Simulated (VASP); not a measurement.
# BaZrO3: single point with PBE

The system is BaZrO3.

```
Ba Zr O
1.0
     5.95899    0.00000    0.00000
     0.00000    5.95899    0.00000
     0.00000    0.00000    5.05187
Ba Zr O
1 1 3
Direct
  0.00000 0.00000 0.00000
  0.50000 0.50000 0.00000
  0.00000 0.00000 0.50000
  0.50000 0.50000 0.63097
  0.50000 0.50000 0.36903
```

| Property | Result |
| --- | --- |
| Program | VASP 6.6.1 |
| Task | single point |
| Functional | PBE |
| Potentials or basis | VASP PAW PBE potentials, release 64 (Ba_sv, Zr_sv, O) |
| Cutoff | 520 eV |
| k mesh | 4 × 4 × 4 |
| Occupations | gaussian, width 0.1 eV |
| Spin | collinear spin, ferromagnetic start |
| Starting moments | [0.0, 1.0, 0.0, 0.0, 0.0] μB |
| Dipole correction | no |
| Further INCAR settings | ALGO = Normal; EDIFF = 1e-06; NBANDS = 32 |

| Property | Result |
| --- | --- |
| Pressure | 0.5 GPa |
| Largest force | 0.238 eV/Å |
| Net moment | 0.45 μB per cell |
| Site moments | Ba +0.01; Zr +0.27; O +0.00, -0.01 μB |
| Valence electrons inside the program's atomic spheres | Ba 7.90; Zr 9.85; O 4.83, 5.04 |

Forces in eV/Å, atoms in the order of the input:
```
Ba   0.000  0.000  0.000
Zr   0.000  0.000  0.000
O    0.000  0.000  0.000
O    0.000  0.000  0.238
O    0.000  0.000 -0.238
```

Stress tensor (GPa, compression positive):
```
0.01 0.00 0.00
0.00 0.01 0.00
0.00 0.00 1.47
```

Levels at points of the mesh, in eV from the Fermi level:
Spin up:
| k point | band 16 | band 17 | band 18 | band 19 | band 20 | band 21 | band 22 | band 23 | band 24 | band 25 |
| --- | --- | --- | --- | --- | --- | --- | --- | --- | --- | --- |
| (0.00, 0.00, 0.00) | -3.59 | -1.45 | -0.38 | -0.38 | -0.26 | -0.03 | 0.06 | 3.26 | 3.74 | 3.74 |
| (0.50, 0.00, 0.00) | -3.59 | -0.85 | -0.41 | -0.13 | 0.06 | 0.28 | 0.28 | 0.78 | 2.32 | 3.76 |
| (0.50, 0.50, 0.00) | -3.60 | -0.55 | -0.45 | -0.45 | -0.12 | 0.06 | 0.38 | 2.17 | 2.17 | 3.60 |
| (0.00, 0.00, 0.50) | -2.17 | -1.90 | -1.29 | -0.77 | -0.77 | -0.17 | 0.01 | 2.12 | 2.12 | 2.20 |
| (0.50, 0.00, 0.50) | -2.19 | -1.89 | -0.87 | -0.77 | -0.57 | 0.27 | 0.28 | 1.26 | 2.05 | 2.13 |
| (0.50, 0.50, 0.50) | -2.20 | -1.89 | -0.83 | -0.83 | -0.59 | -0.05 | 0.41 | 2.06 | 2.06 | 2.47 |
Spin down:
```tsv
k point	band 16	band 17	band 18	band 19	band 20	band 21	band 22	band 23	band 24	band 25
(0.00, 0.00, 0.00)	-3.56	-1.24	-0.38	-0.38	0.06	0.10	0.23	3.43	3.84	3.84
(0.50, 0.00, 0.00)	-3.56	-0.73	-0.40	0.01	0.06	0.57	0.68	0.92	2.42	3.81
(0.50, 0.50, 0.00)	-3.57	-0.45	-0.45	-0.32	0.06	0.15	0.81	2.35	2.35	3.69
(0.00, 0.00, 0.50)	-2.19	-1.90	-1.06	-0.77	-0.77	0.20	0.28	2.25	2.28	2.28
(0.50, 0.00, 0.50)	-2.20	-1.89	-0.87	-0.77	-0.31	0.57	0.68	1.40	2.20	2.28
(0.50, 0.50, 0.50)	-2.21	-1.89	-0.83	-0.83	-0.35	0.22	0.83	2.21	2.21	2.51
```

Wall time 2.9 min on 1 thread of Intel(R) Xeon(R) Platinum 8559C (Emerald Rapids) (shared host), peak memory 0.46 GiB.

Caveat: spin-orbit coupling is left out, which moves the levels of the heavy elements.
